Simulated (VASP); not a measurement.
# Ta2Ru (Pn-3m) in VASP: notebook

Runs on Ta2Ru. Level: PBE. Tasks: single point, relaxation of cell and atoms.

All numbers are computed with VASP 6.6.1; they aren't measurements. Logs are shortened: lines on timing, memory, paths and dates and some standing lists are left out, and cuts for length are marked.

## Step 1: The cell of the first run

Symmetry: Pn-3m, No. 224, cubic system. Conventional cell: a = 5.363 Å, b = 5.363 Å, c = 5.363 Å, α = 90.00°, β = 90.00°, γ = 90.00°. Within 3.1 Å of Ta (site symmetry -3m) lie 2 Ru at 2.32 Å. Ru (site symmetry -43m) has 4 Ta at 2.32 Å within 3.1 Å.

The cell was generated, and may not be a known phase.

## Step 2: Single point, PBE

The input, INCAR:

```
PREC = Accurate
ENCUT = 520
EDIFF = 1E-6
ISMEAR = 0
SIGMA = 0.1
LREAL = False
LASPH = True
NELM = 100
ALGO = Normal
ISIF = 2
LWAVE = False
LCHARG = False
GGA = PE
NBANDS = 45
```

The input, KPOINTS:

```
regular mesh
0
Gamma
  4 4 4
```

The input, POSCAR:

```
Ta2Ru
1.0
    5.3625663227      0.0000000000      0.0000000000
    0.0000000000      5.3625663227      0.0000000000
    0.0000000000      0.0000000000      5.3625663227
Ta Ru
4 2
Direct
    0.2500000000      0.2500000000      0.2500000000
    0.7500000000      0.7500000000      0.2500000000
    0.2500000000      0.7500000000      0.7500000000
    0.7500000000      0.2500000000      0.7500000000
    0.0000000000      0.0000000000      0.0000000000
    0.5000000000      0.5000000000      0.5000000000
```

Potentials or basis: VASP PAW PBE potentials, release 64 (Ta_pv, Ru_pv).

Launch:

```console
$ cat potpaw_PBE.64/Ta_pv/POTCAR potpaw_PBE.64/Ru_pv/POTCAR > POTCAR
$ mpirun -np 1 vasp_std > vasp.out
```

OUTCAR:

```text
PREC = Accurate
   ENCUT = 520
   EDIFF = 1E-6
   ISMEAR = 0
   LREAL = False
   LASPH = True
   NELM = 100
   ISIF = 2
   GGA = PE

 ion  position               nearest neighbor table
   1  0.250  0.250  0.250-   5 2.32   6 2.32
   2  0.750  0.750  0.250-   5 2.32   6 2.32
   3  0.250  0.750  0.750-   5 2.32   6 2.32
   4  0.750  0.250  0.750-   5 2.32   6 2.32
   5  0.000  0.000  0.000-   1 2.32   2 2.32   3 2.32   4 2.32
   6  0.500  0.500  0.500-   1 2.32   2 2.32   3 2.32   4 2.32

  LATTYP: Found a simple cubic cell.
 ALAT       =     5.3625663227

  Lattice vectors:

 A1 = (   5.3625663227,   0.0000000000,   0.0000000000)
 A2 = (   0.0000000000,   5.3625663227,   0.0000000000)
 A3 = (   0.0000000000,   0.0000000000,   5.3625663227)

Analysis of symmetry for initial positions (statically):
=====================================================================
 Subroutine PRICEL returns:
 Original cell was already a primitive cell.

 Routine SETGRP: Setting up the symmetry group for a
 simple cubic supercell.

 Subroutine GETGRP returns: Found 48 space group operations
 (whereof 24 operations were pure point group operations)
 out of a pool of 48 trial point group operations.

The static configuration has the point symmetry T_d .
 The point group associated with its full space group is O_h .

Analysis of symmetry for dynamics (positions and initial velocities):
=====================================================================
 Subroutine PRICEL returns:
 Original cell was already a primitive cell.

 Routine SETGRP: Setting up the symmetry group for a
 simple cubic supercell.

 Subroutine GETGRP returns: Found 48 space group operations
 (whereof 24 operations were pure point group operations)
 out of a pool of 48 trial point group operations.

The dynamic configuration has the point symmetry T_d .
 The point group associated with its full space group is O_h .

 Subroutine INISYM returns: Found 48 space group operations
 (whereof 24 operations are pure point group operations),
 and found     1 'primitive' translations

----------------------------------------------------------------------------------------

                                     Primitive cell

  volume of cell :     154.2120

  direct lattice vectors                    reciprocal lattice vectors
     5.362566323  0.000000000  0.000000000     0.186477880  0.000000000  0.000000000
     0.000000000  5.362566323  0.000000000     0.000000000  0.186477880  0.000000000
     0.000000000  0.000000000  5.362566323     0.000000000  0.000000000  0.186477880

  length of vectors
     5.362566323  5.362566323  5.362566323     0.186477880  0.186477880  0.186477880

  position of ions in fractional coordinates (direct lattice)
     0.250000000  0.250000000  0.250000000
     0.750000000  0.750000000  0.250000000
     0.250000000  0.750000000  0.750000000
     0.750000000  0.250000000  0.750000000
     0.000000000  0.000000000  0.000000000
     0.500000000  0.500000000  0.500000000

  ion indices of the primitive-cell ions
   primitive index   ion index
                 1           1
                 2           2
                 3           3
                 4           4
                 5           5
                 6           6

----------------------------------------------------------------------------------------

 KPOINTS: regular mesh

Automatic generation of k-mesh.
 Grid dimensions read from file:
 generate k-points for:    4    4    4

 Generating k-lattice:

  Cartesian coordinates                     Fractional coordinates (reciprocal lattice)
     0.046619470  0.000000000  0.000000000     0.250000000  0.000000000  0.000000000
     0.000000000  0.046619470  0.000000000     0.000000000  0.250000000  0.000000000
     0.000000000  0.000000000  0.046619470     0.000000000  0.000000000  0.250000000

  Length of vectors
     0.046619470  0.046619470  0.046619470

  Shift w.r.t. Gamma in fractional coordinates (k-lattice)
     0.000000000  0.000000000  0.000000000

 Subroutine IBZKPT returns following result:
 ===========================================

 Found     10 irreducible k-points:

 Following reciprocal coordinates:
            Coordinates               Weight
  0.000000  0.000000  0.000000      1.000000
  0.250000  0.000000  0.000000      6.000000
  0.500000  0.000000  0.000000      3.000000
  0.250000  0.250000  0.000000     12.000000
  0.500000  0.250000  0.000000     12.000000
  0.500000  0.500000  0.000000      3.000000
  0.250000  0.250000  0.250000      8.000000
  0.500000  0.250000  0.250000     12.000000
  0.500000  0.500000  0.250000      6.000000
  0.500000  0.500000  0.500000      1.000000
   k-points           NKPTS =     10   k-points in BZ     NKDIM =     10   number of bands    NBANDS=     45
   number of dos      NEDOS =    301   number of ions     NIONS =      6
   total plane-waves  NPLWV =  64000
   dimension x,y,z NGX =    40 NGY =   40 NGZ =   40
   dimension x,y,z NGXF=    80 NGYF=   80 NGZF=   80
   ions per type =               4   2
   NGX,Y,Z   is equivalent  to a cutoff of  12.40, 12.40, 12.40 a.u.
   NGXF,Y,Z  is equivalent  to a cutoff of  24.80, 24.80, 24.80 a.u.
 SYSTEM =  unknown system
   PREC   = accura    normal or accurate (medium, high low for compatibility)
   ISTART =      0    job   : 0-new  1-cont  2-samecut
   ICHARG =      2    charge: 1-file 2-atom 10-const
   ISPIN  =      1    spin polarized calculation?
   LNONCOLLINEAR =      F non collinear calculations
   LSORBIT =      F    spin-orbit coupling
   LASPH  =      T    aspherical Exc in radial PAW
   ENCUT  =  520.0 eV  38.22 Ry    6.18 a.u.   9.97  9.97  9.97*2*pi/ulx,y,z
   NELM   =    100;   NELMIN=  2; NELMDL= -5     # of ELM steps
   EDIFF  = 0.1E-05   stopping-criterion for ELM
   LREAL  =      F    real-space projection
   EDIFFG = 0.1E-04   stopping-criterion for IOM
   NSW    =      0    number of steps for IOM
   IBRION =     -1    ionic relax: 0-MD 1-quasi-New 2-CG
   NFREE  =      0    steps in history (QN), initial steepest desc. (CG)
   ISIF   =      2    stress and relaxation
   ISYM   =      2    0-nonsym 1-usesym 2-fastsym
   POTIM  = 0.5000    time-step for ionic-motion
   TEBEG  =    0.0;   TEEND  =   0.0 temperature during run
   PSTRESS=    0.0 pullay stress
   NELECT =      72.0000    total number of electrons
   NUPDOWN=      -1.0000    fix difference up-down
   EMIN   =  10.00;   EMAX   =-10.00  energy-range for DOS
   EFERMI =   0.00;   METHOD = LEGACY
   ISMEAR =     0;   SIGMA  =   0.10  broadening in eV -4-tet -1-fermi 0-gaus
   EFERMI_NEDOS =   21; number of points for ismear=-14 and -15
   IALGO  =     38    algorithm
   IMIX   =      4    mixing-type and parameters
     AMIX     =   0.40;   BMIX     =  1.00
     AMIX_MAG =   1.60;   BMIX_MAG =  1.00
  volume/ion in A,a.u.               =      25.70       173.45
  Fermi-wavevector in a.u.,A,eV,Ry     =   1.270027  2.400003 21.945773  1.612969
  Thomas-Fermi vector in A             =   2.403037
   LORBIT       =      0    0 simple, 1 ext, 2 COOP (PROOUT), +10 PAW based schemes
   GGA     = PE    functional components
   LHFCALC =     F    Hartree Fock is set to
   AEXX    =    0.0000 exact exchange contribution
   IVDW    =     0    specifies the selected vdW correction
   LEPSILON=     F    determine dielectric tensor
   LRPA    =     F    only Hartree local field effects (RPA)
 non-spin polarized calculation
 Gauss-broadening in eV      SIGMA  =   0.10
  energy-cutoff  :      520.00
  volume of cell :      154.21
 maximum number of plane-waves:      4224
 NGX is ok and might be reduce to    40
   NGX = 19   NGY = 19   NGZ = 19

 number of electron      72.0000009 magnetization

 Free energy of the ion-electron system (eV)
  ---------------------------------------------------
  ext. energy  EPLUGINS =         0.00000000
  ---------------------------------------------------
  free energy    TOTEN  =       -51.84908931 eV

  energy without entropy =      -51.79309298  energy(sigma->0) =      -51.82109115

 E-fermi :   4.0174     XC(G=0): -10.4669

 val. band max:        4.0066209822   @ k =   0.5000   0.2500   0.2500
 cond. band min:       4.0304790837   @ k =   0.2500   0.2500   0.2500
 fundamental gap:      0.0238581015
 Fermi energy:         4.0173505164

 k-point     1 :       0.0000    0.0000    0.0000
  band No.  band energies     occupation
      1     -38.9955      2.00000
      2     -38.9955      2.00000
      3     -38.9955      2.00000
      4     -38.8652      2.00000
      5     -38.8652      2.00000
      6     -38.8652      2.00000
[... 37 lines left out ...]
     44       6.2267      0.00000
     45       6.2662      0.00000

 k-point     2 :       0.2500    0.0000    0.0000
  band No.  band energies     occupation
      1     -38.9947      2.00000
      2     -38.9947      2.00000
      3     -38.9769      2.00000
      4     -38.8847      2.00000
      5     -38.8661      2.00000
      6     -38.8661      2.00000
[... 37 lines left out ...]
     44       5.8071      0.00000
     45       5.8086      0.00000

 k-point     3 :       0.5000    0.0000    0.0000
  band No.  band energies     occupation
      1     -38.9939      2.00000
      2     -38.9939      2.00000
      3     -38.9312      2.00000
      4     -38.9312      2.00000
      5     -38.8670      2.00000
      6     -38.8670      2.00000
[... 37 lines left out ...]
     44       5.1685      0.00000
     45       5.9699      0.00000

 k-point     4 :       0.2500    0.2500    0.0000
  band No.  band energies     occupation
      1     -38.9945      2.00000
      2     -38.9942      2.00000
      3     -38.9632      2.00000
      4     -38.8988      2.00000
      5     -38.8667      2.00000
      6     -38.8663      2.00000
[... 229 lines left out ...]
     44       5.6779      0.00000
     45       5.9129      0.00000

 k-point     9 :       0.5000    0.5000    0.2500
  band No.  band energies     occupation
      1     -38.9948      2.00000
      2     -38.9948      2.00000
      3     -38.9772      2.00000
      4     -38.8845      2.00000
      5     -38.8662      2.00000
      6     -38.8662      2.00000
[... 37 lines left out ...]
     44       5.6501      0.00000
     45       5.7022      0.00000

 k-point    10 :       0.5000    0.5000    0.5000
  band No.  band energies     occupation
      1     -38.9961      2.00000
      2     -38.9961      2.00000
      3     -38.9961      2.00000
      4     -38.8649      2.00000
      5     -38.8649      2.00000
      6     -38.8649      2.00000
[... 37 lines left out ...]
     44       5.5426      0.00000
     45       5.5426      0.00000

------------------------ aborting loop because EDIFF is reached ----------------------------------------

  FORCE on cell =-STRESS in cart. coord.  units (eV):
  Direction    XX          YY          ZZ          XY          YZ          ZX
  --------------------------------------------------------------------------------------
  -------------------------------------------------------------------------------------
  Total        0.4968670      0.4968670      0.4968670      0.0000000      0.0000000      0.0000000
  in kB        5.1621752      5.1621752      5.1621752      0.0000000      0.0000000      0.0000000
  external PRESSURE =       5.1621752 kB  Pullay stress =       0.0000000 kB

 VOLUME and BASIS-vectors are now :
 -----------------------------------------------------------------------------
  energy-cutoff  :      520.00
  volume of cell :      154.21
      direct lattice vectors                 reciprocal lattice vectors
     5.362566323  0.000000000  0.000000000     0.186477880  0.000000000  0.000000000
     0.000000000  5.362566323  0.000000000     0.000000000  0.186477880  0.000000000
     0.000000000  0.000000000  5.362566323     0.000000000  0.000000000  0.186477880

 POSITION                                       TOTAL-FORCE (eV/Angst)
 -----------------------------------------------------------------------------------
      1.34064      1.34064      1.34064         0.000000     -0.000000      0.000000
      4.02192      4.02192      1.34064        -0.000000      0.000000      0.000000
      1.34064      4.02192      4.02192         0.000000      0.000000      0.000000
      4.02192      1.34064      4.02192        -0.000000     -0.000000      0.000000
      0.00000      0.00000      0.00000        -0.000000     -0.000000     -0.000000
      2.68128      2.68128      2.68128        -0.000000     -0.000000     -0.000000
 -----------------------------------------------------------------------------------
    total drift:                                0.000000     -0.000000     -0.000000

  FREE ENERGIE OF THE ION-ELECTRON SYSTEM (eV)
  ---------------------------------------------------
  free  energy   TOTEN  =       -51.8490893121 eV

  energy  without entropy=      -51.7930929813  energy(sigma->0) =      -51.82109115
```

It took 30 s on 1 thread of Intel Xeon 6975P-C (Granite Rapids), shared host; peak memory 0.26 GiB.

Results:

- Free energy: -51.8491 eV
- Pressure: 0.5 GPa
- Band gap on the k mesh: zero (bands 36 and 37 overlap by 0.89 eV)

Levels at points of the mesh, in eV from the Fermi level:
```csv
k point,band 34,band 35,band 36,band 37,band 38,band 39
"(0.00, 0.00, 0.00)",-0.20,-0.20,0.20,0.20,0.20,0.33
"(0.50, 0.00, 0.00)",0.04,0.41,0.41,0.44,0.44,0.51
"(0.50, 0.50, 0.00)",-0.71,-0.67,-0.67,-0.48,-0.48,0.95
"(0.50, 0.50, 0.50)",-0.19,-0.19,-0.19,0.02,0.02,0.02
```

Caveat: spin-orbit coupling is left out, which moves the levels of the heavy elements.

## Step 3: Relaxation of cell and atoms, PBE

This run uses another cell than the first one, of 17.13 Å³/atom.

The input, INCAR:

```
SYSTEM = Ta2Ru
PREC = Accurate ; ENCUT = 600
EDIFF = 1E-6 ; ISMEAR = 0
SIGMA = 0.1 ; LREAL = .False.
LASPH = .True. ; NELM = 100
ALGO = Normal ; ISIF = 3
LWAVE = .False. ; LCHARG = .False.
GGA = PE ; IBRION = 2
NSW = 90 ; EDIFFG = -0.04
```

The input, KPOINTS:

```
regular mesh
0
Gamma
  4 4 4
  0 0 0
```

Edit POSCAR of step 2 so:

```diff
@@ -2,5 +2,5 @@
 1.0
-    5.3625663227      0.0000000000      0.0000000000
-    0.0000000000      5.3625663227      0.0000000000
-    0.0000000000      0.0000000000      5.3625663227
+    4.6840823400      0.0000000000      0.0000000000
+    0.0000000000      4.6840823400      0.0000000000
+    0.0000000000      0.0000000000      4.6840823400
 Ta Ru
```

Potentials or basis: VASP PAW PBE potentials, release 64 (Ta_pv, Ru_pv).

Launch:

```console
$ cat potpaw_PBE.64/Ta_pv/POTCAR potpaw_PBE.64/Ru_pv/POTCAR > POTCAR
$ mpirun -np 1 vasp_std > vasp.out
```

Wall time 4.7 min (1 thread of Intel Xeon 6975P-C (Granite Rapids), shared host); peak memory 0.27 GiB.

Results (log left out):

| Property | Result |
| --- | --- |
| Free energy | -51.8318 eV |
| Relaxed volume | 25.82 Å³/atom |
| Relaxed cell | a = 5.371 Å, b = 5.371 Å, c = 5.371 Å, α = 90.00°, β = 90.00°, γ = 90.00° |
| Space group after relaxing (to 0.1 Å) | Pn-3m (No. 224) |
| Pressure after relaxing | 0.0 GPa |
| Band gap on the k mesh | zero (bands 36 and 37 overlap by 0.89 eV) |

Final structure:
```
Ta Ru
1.0
     5.37101    0.00000    0.00000
     0.00000    5.37101    0.00000
     0.00000    0.00000    5.37101
Ta Ru
4 2
Direct
  0.25000 0.25000 0.25000
  0.75000 0.75000 0.25000
  0.25000 0.75000 0.75000
  0.75000 0.25000 0.75000
  0.00000 0.00000 0.00000
  0.50000 0.50000 0.50000
```

Levels at points of the mesh, in eV from the Fermi level:
```
           k point  band 33  band 34  band 35  band 36  band 37  band 38  band 39  band 40
(0.00, 0.00, 0.00)    -1.74    -0.20    -0.20     0.20     0.20     0.20     0.31     1.44
(0.50, 0.00, 0.00)     0.04     0.04     0.41     0.41     0.44     0.44     0.51     0.51
(0.50, 0.50, 0.00)    -0.71    -0.71    -0.67    -0.67    -0.48    -0.48     0.95     0.95
(0.50, 0.50, 0.50)    -0.99    -0.19    -0.19    -0.19     0.02     0.02     0.02     0.28
```

Caveat: the volume moved by over 15 % at a fixed basis, so the end points are rough; spin-orbit coupling is left out, which moves the levels of the heavy elements.

The gap in the log of VASP goes by the Fermi energy; the results here count the filled bands.